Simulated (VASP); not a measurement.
Input of a VASP 6.6.1 run:

The input INCAR:

```
PREC = Accurate
ENCUT = 600
EDIFF = 1E-6
ISMEAR = 0
SIGMA = 0.02
LREAL = False
LASPH = True
NELM = 100
ALGO = Normal
ISIF = 4
LWAVE = False
LCHARG = False
GGA = PE
IBRION = 2
NSW = 50
EDIFFG = -0.01
```

The input KPOINTS:

```
Automatic mesh
0
Gamma
  9 9 6
```

POSCAR

```
ZnO
1.0
    3.1779928422      0.0000000000      0.0000000000
   -1.5889964211      2.7522225344      0.0000000000
    0.0000000000      0.0000000000      5.1294583152
Zn O
2 2
Direct
    0.3333333333      0.6666666667      0.4999685893
    0.6666666667      0.3333333333     -0.0000314107
    0.6666666667      0.3333333333      0.3790414107
    0.3333333333      0.6666666667      0.8790414107
```

Potentials or basis: VASP PAW PBE potentials, release 64 (Zn, O).

Launch:

```sh
$ cat potpaw_PBE.64/Zn/POTCAR potpaw_PBE.64/O/POTCAR > POTCAR
$ mpirun -np 1 vasp_std > vasp.out
```

**Question.** Predict the band gap on the k mesh.

**Answer.** 0.87 eV, direct.

Final structure:
```
CELL_PARAMETERS angstrom
3.17799 0.00000 0.00000
-1.58900 2.75222 0.00000
0.00000 0.00000 5.12946
ATOMIC_POSITIONS crystal
Zn 0.33333 0.66667 0.49997
Zn 0.66667 0.33333 0.99997
O 0.66667 0.33333 0.37904
O 0.33333 0.66667 0.87904
```

Caveat: the relaxation stopped at its first step, so nothing moved.
